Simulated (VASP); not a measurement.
A run of VASP 6.6.1:

File INCAR:

```
SYSTEM = PtS2
  PREC = Accurate
  ENCUT = 520
  EDIFF = 1E-6
  ISMEAR = 0
  SIGMA = 0.05
  LREAL = .False.
  LASPH = .True.
  NELM = 60
  ALGO = Normal
  ISIF = 2
  LWAVE = .False.
  LCHARG = .False.
  LDIPOL = .True.
  IDIPOL = 3
  DIPOL = 0.5 0.5 0.383
  GGA = PE
  IVDW = 12
  NBANDS = 31
```

File KPOINTS:

```
regular mesh
0
Gamma
  9 9 1
  0 0 0
```

The input POSCAR:

```
PtS2
1.0
    3.5415266177      0.0000000000      0.0000000000
   -1.7707633089      3.0670520191      0.0000000000
    0.0000000000      0.0000000000     22.4670701842
S Pt
4 2
Direct
    0.6666666667      0.3333333333      0.2002931385
    0.3333333333      0.6666666667      0.3108342581
    1.0000000000      1.0000000000      0.4550453178
    0.6666666667      1.3333333333      0.5655864374
    0.0000000000      0.0000000000      0.2555636983
    0.3333333333      0.6666666667      0.5103158776
```

Potentials or basis: VASP PAW PBE potentials, release 64 (S, Pt).

Command:

```console
$ cat potpaw_PBE.64/S/POTCAR potpaw_PBE.64/Pt/POTCAR > POTCAR
$ mpirun -np 1 vasp_std > vasp.out
```

Hardware: 1 thread of Intel(R) Xeon(R) Platinum 8559C (Emerald Rapids), on a shared host.

Estimate the wall time of this run.

Wall time 83 s on 1 thread of Intel(R) Xeon(R) Platinum 8559C (Emerald Rapids) (shared host), peak memory 0.38 GiB. Counts: scf iterations 18, k points 12.
